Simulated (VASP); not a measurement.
A run of VASP 6.6.1 is set up as follows.

File INCAR:

```
PREC     = Accurate       # precision mode
ENCUT    = 520            # plane-wave cutoff, eV
EDIFF    = 1E-7           # SCF threshold, eV
ISMEAR   = 0              # smearing method
SIGMA    = 0.1            # smearing width, eV
LREAL    = F              # projectors in reciprocal space
LASPH    = T              # aspherical terms in the spheres
NELM     = 80             # most SCF steps
ALGO     = Normal         # electronic algorithm
ISIF     = 2              # what is computed and relaxed
LWAVE    = F              # write WAVECAR
LCHARG   = F              # write CHGCAR
GGA      = PE             # functional
NBANDS   = 44             # bands
```

KPOINTS

```
Automatic mesh
0
Gamma
  8 8 8
```

The input POSCAR:

```
CuO
1.0
    4.1851208751      0.0000000000      0.0000000000
    0.0000000000      4.1967642923      0.0000000000
    0.0000000000      0.0000000000      5.0482368664
Cu O
4 4
Direct
    0.2500000000      0.2500000000      0.5000000000
    0.2500000000      0.7500000000      0.0000000000
    0.7500000000      0.7500000000      0.5000000000
    0.7500000000      0.2500000000      0.0000000000
    0.5000000000      0.0000000000      0.7500000000
    0.5000000000      0.0000000000      0.2500000000
    0.0000000000      0.5000000000      0.7500000000
    0.0000000000      0.5000000000      0.2500000000
```

Potentials or basis: VASP PAW PBE potentials, release 64 (Cu, O).

Run with:

```sh
$ cat potpaw_PBE.64/Cu/POTCAR potpaw_PBE.64/O/POTCAR > POTCAR
$ mpirun -np 1 vasp_std > vasp.out
```

(1) What does it give for the band gap on the k mesh?

(2) Estimate the pressure.

## Answers

(1) zero (band 34 reaches 5.62 eV, above the bottom of band 35 at 4.46 eV).

(2) 3.3 GPa.

Caveat: the cell differs from its parent crystal (uniaxial strain along c: -2.0 %); semilocal functionals often make such compounds metallic where correlation or magnetic order opens a gap, which also shifts bond lengths.
